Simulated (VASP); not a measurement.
The system is Zn2H3.

```
CELL_PARAMETERS angstrom
1.43060 0.82595 6.63153
-1.43060 0.82595 6.63153
0.00000 -1.65191 6.63153
ATOMIC_POSITIONS crystal
Zn 0.40000 0.40000 0.40000
Zn 0.60000 0.60000 0.60000
H 0.00000 0.00000 0.00000
H 0.20950 0.20950 0.20950
H 0.79050 0.79050 0.79050
```

```yaml
Program: VASP 6.6.1
Task: relaxation of cell and atoms
Functional: PBE
Potentials_or_basis: VASP PAW PBE potentials, release 64 (Zn, H)
Cutoff: 600 eV
k_mesh: 6 × 6 × 6
Occupations: gaussian, width 0.1 eV
Spin: no spin polarisation
```

At the start: pressure -0.9 GPa; volume 9.40 Å³/atom.

How do energy, volume and symmetry change on relaxing?

Over 14 steps the energy falls by 113.0 meV/atom and the volume is 10.17 Å³/atom (+8.2 %); space group R-3m (No. 166, to 0.1 Å) before and after.

The path:
```csv
step,energy change (eV),largest force (eV/Å),pressure (GPa),volume (Å³)
1,0.0000,0.8884,-0.91,47.02
2,-0.1633,0.8381,0.21,46.64
3,-0.4512,0.2647,3.58,45.46
4,-0.4647,0.2293,4.49,45.12
5,-0.5213,0.1643,0.02,47.82
6,-0.5213,0.1659,0.10,47.75
7,-0.5282,0.1368,0.13,47.87
8,-0.5435,0.0751,0.28,48.22
9,-0.5501,0.1668,0.82,48.93
10,-0.5515,0.1012,0.63,48.72
11,-0.5586,0.0583,0.34,49.41
12,-0.5638,0.0583,-0.10,50.62
13,-0.5639,0.0591,-0.12,50.73
14,-0.5652,0.0318,0.00,50.86
```

Final structure:
```
Zn H
1.0
     1.50168    0.86700    6.51048
    -1.50168    0.86700    6.51048
     0.00000   -1.73399    6.51048
Zn H
2 3
Direct
  0.40283 0.40283 0.40283
  0.59717 0.59717 0.59717
  0.00000 0.00000 0.00000
  0.22963 0.22963 0.22963
  0.77037 0.77037 0.77037
```

Caveat: the k points lie up to 0.41 Å⁻¹ apart in the final cell, too coarse for converged energies and pressures of a metal.
